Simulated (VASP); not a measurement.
Hf: single point with PBE

Crystal: Hf.

```xyz
3
Lattice="4.6299 0.0000 0.0000 -2.3150 4.0097 0.0000 0.0000 0.0000 2.8837" Properties=species:S:1:pos:R:3 pbc="T T T"
Hf    2.3150    1.3366    1.4418
Hf    0.0000    2.6731    1.4418
Hf    0.0000    0.0000    0.0000
```

This cell differs from its parent crystal: volume scaled by 0.800.

| Item | Value |
| --- | --- |
| Program | VASP 6.6.1 |
| Task | single point |
| Functional | PBE |
| Potentials or basis | VASP PAW PBE potentials, release 64 (Hf_pv) |
| Cutoff | 520 eV |
| k mesh | 10 × 10 × 14 |
| Occupations | gaussian, width 0.05 eV |
| Spin | no spin polarisation |
| Dipole correction | no |
| Further INCAR settings | ALGO = Fast; EDIFF = 1e-06; NBANDS = 22 |

```
Pressure               : 35.0 GPa
Band gap on the k mesh : zero (band 15 reaches 6.97 eV, above the bottom of band 16 at 5.91 eV)
```

Stress tensor (GPa, compression positive):
```
34.91  0.00  0.00
 0.00 34.91  0.00
 0.00  0.00 35.18
```

Levels at points of the mesh, in eV from the Fermi level:
```
           k point  band 12  band 13  band 14  band 15  band 16  band 17  band 18  band 19
(0.00, 0.00, 0.00)    -0.64    -0.56    -0.56    -0.51    -0.51     1.23     2.43     2.43
(0.50, 0.00, 0.00)    -4.27    -0.84    -0.82    -0.61    -0.03     0.99     1.61     2.13
(0.00, 0.00, 0.50)    -3.16    -2.56    -2.56    -1.96     1.54     1.54     2.62     2.62
(0.50, 0.00, 0.50)    -2.75    -2.07    -1.06    -0.65     0.35     1.24     1.50     2.25
```

It took 100 s on 1 thread of Intel(R) Xeon(R) Platinum 8488C (Sapphire Rapids), with other jobs on the host, peak memory 0.24 GiB.

Caveat: spin-orbit coupling is left out, which moves the levels of the heavy elements.
